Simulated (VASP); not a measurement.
# MgCd3Se2 (P6/mmm) in VASP: further runs

The runs below take MgCd3Se2 through single point, with PBE.

All numbers are computed with VASP 6.6.1; they aren't measurements. Logs are shortened: lines on timing, memory, paths and dates and some standing lists are left out, and cuts for length are marked.

## Step 1: The cell of the first run

It takes space group P6/mmm (No. 191, hexagonal). The conventional cell has a = 6.672 Å, b = 6.672 Å, c = 3.682 Å, α = 90.00°, β = 90.00°, γ = 120.00°. Mg (site symmetry 6/mmm) has 2 Mg at 3.68 Å and 12 Cd at 3.81 Å and 6 Se at 3.85 Å within 4.8 Å. Within 3.5 Å of Cd (site symmetry mmm) lie 4 Se at 2.66 Å and 4 Cd at 3.34 Å. Within 3.5 Å of Se (site symmetry -6m2) lie 6 Cd at 2.66 Å.

## Step 2: Single point, PBE

INCAR

```
SYSTEM = MgCd3Se2
PREC = Accurate
ENCUT = 520
EDIFF = 1E-6
ISMEAR = 0
SIGMA = 0.1
LREAL = .False.
LASPH = .True.
NELM = 100
ALGO = Normal
ISIF = 2
LWAVE = .False.
LCHARG = .False.
GGA = PE
NBANDS = 34
```

KPOINTS

```
Automatic mesh
0
Gamma
  3 3 6
  0 0 0
```

POSCAR

```
MgCd3Se2
1.0
    6.6719955500      0.0000000000      0.0000000000
   -3.3359977700      5.7781176400      0.0000000000
    0.0000000000      0.0000000000      3.6819846600
Mg Cd Se
1 3 2
Direct
    0.0000000000      0.0000000000      0.0000000000
    0.5000000000      0.0000000000      0.5000000000
    0.5000000000      0.5000000000      0.5000000000
    0.0000000000      0.5000000000      0.5000000000
    0.3333333300      0.6666666700      0.0000000000
    0.6666666700      0.3333333300      0.0000000000
```

Potentials or basis: VASP PAW PBE potentials, release 64 (Mg, Cd, Se).

The run is started by

```bash
$ cat potpaw_PBE.64/Mg/POTCAR potpaw_PBE.64/Cd/POTCAR potpaw_PBE.64/Se/POTCAR > POTCAR
$ mpirun -np 1 vasp_std > vasp.out
```

OUTCAR:

```text
SYSTEM = MgCd3Se2
   PREC = Accurate
   ENCUT = 520
   EDIFF = 1E-6
   ISMEAR = 0
   LREAL = .False.
   LASPH = .True.
   NELM = 100
   ISIF = 2
   GGA = PE

 ion  position               nearest neighbor table
   1  0.000  0.000  0.000-
   2  0.500  0.000  0.500-   5 2.66   6 2.66   5 2.66   6 2.66   3 3.34   3 3.34   4 3.34   4 3.34

   3  0.500  0.500  0.500-   5 2.66   6 2.66   5 2.66   6 2.66   2 3.34   2 3.34   4 3.34   4 3.34

   4  0.000  0.500  0.500-   5 2.66   6 2.66   5 2.66   6 2.66   3 3.34   3 3.34   2 3.34   2 3.34

   5  0.333  0.667  0.000-   2 2.66   2 2.66   4 2.66   4 2.66   3 2.66   3 2.66
   6  0.667  0.333  0.000-   2 2.66   2 2.66   4 2.66   4 2.66   3 2.66   3 2.66

  LATTYP: Found a hexagonal cell.
 ALAT       =     6.6719955500
 C/A-ratio  =     0.5518565821

  Lattice vectors:

 A1 = (   6.6719955500,   0.0000000000,   0.0000000000)
 A2 = (  -3.3359977700,   5.7781176400,   0.0000000000)
 A3 = (   0.0000000000,   0.0000000000,   3.6819846600)

Analysis of symmetry for initial positions (statically):
=====================================================================
 Subroutine PRICEL returns:
 Original cell was already a primitive cell.

 Routine SETGRP: Setting up the symmetry group for a
 hexagonal supercell.

 Subroutine GETGRP returns: Found 24 space group operations
 (whereof 24 operations were pure point group operations)
 out of a pool of 24 trial point group operations.

The static configuration has the point symmetry D_6h.

Analysis of symmetry for dynamics (positions and initial velocities):
=====================================================================
 Subroutine PRICEL returns:
 Original cell was already a primitive cell.

 Routine SETGRP: Setting up the symmetry group for a
 hexagonal supercell.

 Subroutine GETGRP returns: Found 24 space group operations
 (whereof 24 operations were pure point group operations)
 out of a pool of 24 trial point group operations.

The dynamic configuration has the point symmetry D_6h.

 Subroutine INISYM returns: Found 24 space group operations
 (whereof 24 operations are pure point group operations),
 and found     1 'primitive' translations

----------------------------------------------------------------------------------------

                                     Primitive cell

[... 85 lines left out ...]
   EDIFF  = 0.1E-05   stopping-criterion for ELM
   LREAL  =      F    real-space projection
   EDIFFG = 0.1E-04   stopping-criterion for IOM
   NSW    =      0    number of steps for IOM
   IBRION =     -1    ionic relax: 0-MD 1-quasi-New 2-CG
   NFREE  =      0    steps in history (QN), initial steepest desc. (CG)
   ISIF   =      2    stress and relaxation
   ISYM   =      2    0-nonsym 1-usesym 2-fastsym
   POTIM  = 0.5000    time-step for ionic-motion
   TEBEG  =    0.0;   TEEND  =   0.0 temperature during run
   PSTRESS=    0.0 pullay stress
   NELECT =      50.0000    total number of electrons
   NUPDOWN=      -1.0000    fix difference up-down
   EMIN   =  10.00;   EMAX   =-10.00  energy-range for DOS
   EFERMI =   0.00;   METHOD = LEGACY
   ISMEAR =     0;   SIGMA  =   0.10  broadening in eV -4-tet -1-fermi 0-gaus
   EFERMI_NEDOS =   21; number of points for ismear=-14 and -15
   IALGO  =     38    algorithm
   IMIX   =      4    mixing-type and parameters
     AMIX     =   0.40;   BMIX     =  1.00
     AMIX_MAG =   1.60;   BMIX_MAG =  1.00
  volume/ion in A,a.u.               =      23.66       159.65
  Fermi-wavevector in a.u.,A,eV,Ry     =   1.156175  2.184853 18.187451  1.336740
  Thomas-Fermi vector in A             =   2.292797
   LORBIT       =      0    0 simple, 1 ext, 2 COOP (PROOUT), +10 PAW based schemes
   GGA     = PE    functional components
   LHFCALC =     F    Hartree Fock is set to
   AEXX    =    0.0000 exact exchange contribution
   IVDW    =     0    specifies the selected vdW correction
   LEPSILON=     F    determine dielectric tensor
   LRPA    =     F    only Hartree local field effects (RPA)
 non-spin polarized calculation
 Gauss-broadening in eV      SIGMA  =   0.10
  energy-cutoff  :      520.00
  volume of cell :      141.95
 maximum number of plane-waves:      3865
 NGX is ok and might be reduce to    50
   NGX = 25   NGY = 25   NGZ = 13

 number of electron      50.0000002 magnetization

 Free energy of the ion-electron system (eV)
  ---------------------------------------------------
  ext. energy  EPLUGINS =         0.00000000
  ---------------------------------------------------
  free energy    TOTEN  =        -9.76726315 eV

  energy without entropy =       -9.74503514  energy(sigma->0) =       -9.75614915

 E-fermi :   3.5554     XC(G=0):  -9.7518

 val. band max:        3.5493378550   @ k =   0.3333   0.3333   0.0000
 cond. band min:       3.5618886734   @ k =   0.3333   0.3333   0.5000
 fundamental gap:      0.0125508184
 Fermi energy:         3.5553941766

 k-point     1 :       0.0000    0.0000    0.0000
  band No.  band energies     occupation
      1     -11.6787      2.00000
      2     -10.6694      2.00000
      3      -6.4688      2.00000
      4      -6.1767      2.00000
      5      -6.1279      2.00000
      6      -6.1279      2.00000
[... 433 lines left out ...]
     33       8.2688      0.00000
     34       8.2689      0.00000

------------------------ aborting loop because EDIFF is reached ----------------------------------------

  FORCE on cell =-STRESS in cart. coord.  units (eV):
  Direction    XX          YY          ZZ          XY          YZ          ZX
  --------------------------------------------------------------------------------------
  -------------------------------------------------------------------------------------
  Total        7.9763440      7.9763440     14.6893907      0.0000000      0.0000000      0.0000000
  in kB       90.0306435     90.0306435    165.8021900      0.0000001      0.0000000      0.0000000
  external PRESSURE =     115.2878257 kB  Pullay stress =       0.0000000 kB

 VOLUME and BASIS-vectors are now :
 -----------------------------------------------------------------------------
  energy-cutoff  :      520.00
  volume of cell :      141.95
      direct lattice vectors                 reciprocal lattice vectors
     6.671995550  0.000000000  0.000000000     0.149880196  0.086533371  0.000000000
    -3.335997770  5.778117640  0.000000000     0.000000000  0.173066743  0.000000000
     0.000000000  0.000000000  3.681984660     0.000000000  0.000000000  0.271592658

 POSITION                                       TOTAL-FORCE (eV/Angst)
 -----------------------------------------------------------------------------------
      0.00000      0.00000      0.00000         0.000000      0.000000     -0.000000
      3.33600      0.00000      1.84099         0.000000      0.000000     -0.000000
      1.66800      2.88906      1.84099         0.000000      0.000000     -0.000000
     -1.66800      2.88906      1.84099         0.000000      0.000000     -0.000000
     -0.00000      3.85208      0.00000        -0.000000      0.000000      0.000000
      3.33600      1.92604      0.00000         0.000000     -0.000000     -0.000000
 -----------------------------------------------------------------------------------
    total drift:                               -0.000000      0.000000      0.000000

  FREE ENERGIE OF THE ION-ELECTRON SYSTEM (eV)
  ---------------------------------------------------
  free  energy   TOTEN  =        -9.7672631510 eV

  energy  without entropy=       -9.7450351392  energy(sigma->0) =       -9.75614915
```

OSZICAR:

```text
N       E                     dE             d eps       ncg     rms          rms(c)
DAV:   1     0.348902255364E+03    0.34890E+03   -0.23755E+04   832   0.134E+03
DAV:   2     0.872556811021E+01   -0.34018E+03   -0.32598E+03   896   0.335E+02
DAV:   3    -0.103378852470E+02   -0.19063E+02   -0.18850E+02   964   0.788E+01
DAV:   4    -0.105336603533E+02   -0.19578E+00   -0.19544E+00   914   0.689E+00
DAV:   5    -0.105349925150E+02   -0.13322E-02   -0.13318E-02   938   0.544E-01    0.132E+01
DAV:   6    -0.979610837172E+01    0.73888E+00   -0.13363E+00   992   0.102E+01    0.930E+00
DAV:   7    -0.978338762937E+01    0.12721E-01   -0.69666E-01   894   0.378E+00    0.287E+00
DAV:   8    -0.976874988478E+01    0.14638E-01   -0.12960E-01   902   0.292E+00    0.437E-01
DAV:   9    -0.976717614728E+01    0.15737E-02   -0.14300E-02   908   0.102E+00    0.883E-02
DAV:  10    -0.976725561437E+01   -0.79467E-04   -0.70593E-04   890   0.140E-01    0.590E-02
DAV:  11    -0.976726571101E+01   -0.10097E-04   -0.15677E-04   948   0.912E-02    0.148E-02
DAV:  12    -0.976726389624E+01    0.18148E-05   -0.22714E-05   896   0.293E-02    0.785E-03
DAV:  13    -0.976726315104E+01    0.74520E-06   -0.28498E-06   734   0.678E-03
   1 F= -.97672632E+01 E0= -.97561491E+01  d E =-.222280E-01
```

It took 27 s on 1 thread of Intel Xeon 6975P-C (Granite Rapids), shared host; peak memory 0.28 GiB.

What came out:

* Free energy: -9.7673 eV
* Pressure: 11.5 GPa
* Band gap on the k mesh: zero (band 25 reaches 4.77 eV, above the bottom of band 26 at 2.65 eV)

Caveat: the k points lie up to 0.36 Å⁻¹ apart.

## Step 3: Single point, PBE

This run uses another cell than the first one, of 28.30 Å³/atom, 1.196 times its volume.

INCAR

```
SYSTEM = MgCd3Se2
PREC     = Accurate       ! precision mode
ENCUT    = 520            ! plane-wave cutoff, eV
EDIFF    = 1E-6           ! SCF threshold, eV
ISMEAR   = 0              ! smearing method
SIGMA    = 0.1            ! smearing width, eV
LREAL    = .False.        ! projectors in reciprocal space
LASPH    = .True.         ! aspherical terms in the spheres
NELM     = 100            ! most SCF steps
ALGO     = Normal         ! electronic algorithm
ISIF     = 2              ! what is computed and relaxed
LWAVE    = .False.        ! write WAVECAR
LCHARG   = .False.        ! write CHGCAR
GGA      = PE             ! functional
NBANDS   = 34             ! bands
```

KPOINTS is that of step 2.

POSCAR

```
MgCd3Se2
1.0
    6.9782228477     -0.0000000030      0.0000000000
   -3.4891114212      6.0433182609      0.0000000000
    0.0000000000      0.0000000000      4.0271148657
Mg Cd Se
1 3 2
Direct
    0.0000000000      0.0000000000      0.0000000000
    0.5000000000      0.0000000000      0.5000000000
    0.5000000000      0.5000000000      0.5000000000
    0.0000000000      0.5000000000      0.5000000000
    0.3333333333      0.6666666667      0.0000000000
    0.6666666667      0.3333333333      0.0000000000
```

Potentials or basis: VASP PAW PBE potentials, release 64 (Mg, Cd, Se).

The run is started by

```bash
$ cat potpaw_PBE.64/Mg/POTCAR potpaw_PBE.64/Cd/POTCAR potpaw_PBE.64/Se/POTCAR > POTCAR
$ mpirun -np 1 vasp_std > vasp.out
```

OUTCAR:

```text
SYSTEM = MgCd3Se2
   PREC = Accurate
   ENCUT = 520
   EDIFF = 1E-6
   ISMEAR = 0
   LREAL = .False.
   LASPH = .True.
   NELM = 100
   ISIF = 2
   GGA = PE

 ion  position               nearest neighbor table
   1  0.000  0.000  0.000-
   2  0.500  0.000  0.500-   5 2.85   6 2.85   5 2.85   6 2.85   3 3.49   3 3.49   4 3.49   4 3.49

   3  0.500  0.500  0.500-   5 2.85   6 2.85   5 2.85   6 2.85   2 3.49   2 3.49   4 3.49   4 3.49

   4  0.000  0.500  0.500-   5 2.85   6 2.85   5 2.85   6 2.85   3 3.49   3 3.49   2 3.49   2 3.49

   5  0.333  0.667  0.000-   2 2.85   2 2.85   4 2.85   4 2.85   3 2.85   3 2.85
[... 638 lines left out ...]
  -------------------------------------------------------------------------------------
  Total        0.3240137      0.3240137      0.4746287      0.0000000      0.0000000      0.0000000
  in kB        3.0567484      3.0567484      4.4776509      0.0000000      0.0000000      0.0000000
  external PRESSURE =       3.5303826 kB  Pullay stress =       0.0000000 kB

 VOLUME and BASIS-vectors are now :
 -----------------------------------------------------------------------------
  energy-cutoff  :      520.00
  volume of cell :      169.83
      direct lattice vectors                 reciprocal lattice vectors
     6.978222848 -0.000000003  0.000000000     0.143302962  0.082736003  0.000000000
    -3.489111421  6.043318261  0.000000000     0.000000000  0.165472007  0.000000000
     0.000000000  0.000000000  4.027114866     0.000000000  0.000000000  0.248316731

 POSITION                                       TOTAL-FORCE (eV/Angst)
 -----------------------------------------------------------------------------------
      0.00000      0.00000      0.00000         0.000000     -0.000000      0.000000
      3.48911     -0.00000      2.01356         0.000000     -0.000000      0.000000
      1.74456      3.02166      2.01356         0.000000     -0.000000      0.000000
     -1.74456      3.02166      2.01356         0.000000     -0.000000      0.000000
      0.00000      4.02888      0.00000        -0.000000     -0.000000      0.000000
      3.48911      2.01444      0.00000         0.000000      0.000000     -0.000000
 -----------------------------------------------------------------------------------
    total drift:                                0.000000      0.000000      0.000000

  FREE ENERGIE OF THE ION-ELECTRON SYSTEM (eV)
  ---------------------------------------------------
  free  energy   TOTEN  =       -10.7493769659 eV

  energy  without entropy=      -10.7350756639  energy(sigma->0) =      -10.74222631
```

It took 35 s on 1 thread of Intel Xeon 6975P-C (Granite Rapids), shared host; peak memory 0.31 GiB.

Results:

| Property | Result |
| --- | --- |
| Free energy | -10.7494 eV |
| Pressure | 0.4 GPa |
| Band gap on the k mesh | zero (band 25 reaches 3.00 eV, above the bottom of band 26 at 1.26 eV) |

Levels at points of the mesh, in eV from the Fermi level:
| k point | band 23 | band 24 | band 25 | band 26 | band 27 | band 28 |
| --- | --- | --- | --- | --- | --- | --- |
| (0.00, 0.00, 0.00) | -2.99 | -1.06 | -0.13 | 1.03 | 1.03 | 1.88 |
| (0.00, 0.00, 0.50) | -1.65 | -1.02 | -1.02 | -0.80 | 0.57 | 0.79 |
